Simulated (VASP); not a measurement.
Wanted: the native input for a VASP 6.6.1 run.

- Task: single point
- Functional: LDA
- Potentials or basis: VASP PAW LDA potentials, release 64 (Ca_sv, Mg)
- Cutoff: 520 eV
- k mesh: 14 × 14 × 14
- Occupations: gaussian, width 0.15 eV
- Spin: no spin polarisation
- Dipole correction: no
- Further INCAR settings: ALGO = Fast; EDIFF = 1e-06; NBANDS = 13

The structure of CaMg lies in POSCAR:

```
CaMg
1.0
    3.8100789846      0.0000000000      0.0000000000
    0.0000000000      3.8100789846      0.0000000000
    0.0000000000      0.0000000000      4.3785427691
Ca Mg
1 1
Direct
    0.0000000000      0.0000000000      0.0000000000
    0.5000000000      0.5000000000      0.5000000000
```

One way to write it, as run:

INCAR

```
PREC     = Accurate       # precision mode
ENCUT    = 520            # plane-wave cutoff, eV
EDIFF    = 1E-6           # SCF threshold, eV
ISMEAR   = 0              # smearing method
SIGMA    = 0.15           # smearing width, eV
LREAL    = F              # projectors in reciprocal space
LASPH    = T              # aspherical terms in the spheres
NELM     = 100            # most SCF steps
ALGO     = Fast           # electronic algorithm
ISIF     = 2              # what is computed and relaxed
LWAVE    = F              # write WAVECAR
LCHARG   = T              # write CHGCAR
GGA      = CA             # functional
LELF     = T              # ELF
LVHAR    = T            
NBANDS   = 13             # bands
```

KPOINTS

```
regular mesh
0
Gamma
  14 14 14
```

Potentials or basis: VASP PAW LDA potentials, release 64 (Ca_sv, Mg).

Command:

```console
$ cat potpaw_LDA.64/Ca_sv/POTCAR potpaw_LDA.64/Mg/POTCAR > POTCAR
$ mpirun -np 1 vasp_std > vasp.out
```

Results of the run:

* Pressure: -2.5 GPa
* Band gap on the k mesh: zero (bands 6 and 7 overlap by 1.23 eV)

Run time: 5.9 min on 1 thread of Intel Xeon 8259CL (shared host), peak memory 0.37 GiB.
